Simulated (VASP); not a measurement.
A run of VASP 6.6.1:

Contents of INCAR:

```
SYSTEM = BeTe
ALGO     = Normal         ! electronic algorithm
EDIFF    = 1E-7           ! SCF threshold, eV
EDIFFG   = -0.01          ! ionic threshold
ENCUT    = 600            ! plane-wave cutoff, eV
GGA      = PE             ! functional
IBRION   = 2              ! ionic algorithm
ISIF     = 3              ! what is computed and relaxed
ISMEAR   = 0              ! smearing method
IVDW     = 12             ! dispersion correction
LASPH    = .TRUE.         ! aspherical terms in the spheres
LCHARG   = .FALSE.        ! write CHGCAR
LREAL    = .FALSE.        ! projectors in reciprocal space
LWAVE    = .FALSE.        ! write WAVECAR
NELM     = 100            ! most SCF steps
NSW      = 100            ! ionic steps
PREC     = Accurate       ! precision mode
SIGMA    = 0.02           ! smearing width, eV
```

File KPOINTS:

```
k-points
0
G
  10 10 10
  0 0 0
```

Contents of POSCAR:

```
BeTe
1.0
   -1.9309360733      1.9309360733      7.1283270817
    1.9309360733     -1.9309360733      7.1283270817
    1.9309360733      1.9309360733     -7.1283270817
Be Te
2 2
Direct
    0.7500000000      0.2500000000      0.5000000000
    0.2500000000      0.7500000000      0.5000000000
    0.6426396805      0.6426396805      0.0000000000
    0.3573603195      0.3573603195      0.0000000000
```

Potentials or basis: VASP PAW PBE potentials, release 64 (Be, Te).

Command:

```bash
$ cat potpaw_PBE.64/Be/POTCAR potpaw_PBE.64/Te/POTCAR > POTCAR
$ mpirun -np 1 vasp_std > vasp.out
```

Hardware: 1 thread of AMD EPYC 9R45 (Zen 5) (shared host).

Problem. Estimate the wall time of this run.

Solution. Run time: 20 min on 1 thread of AMD EPYC 9R45 (Zen 5) (shared host), peak memory 0.63 GiB. Counts: scf iterations 44, k points 102, ion steps 5.
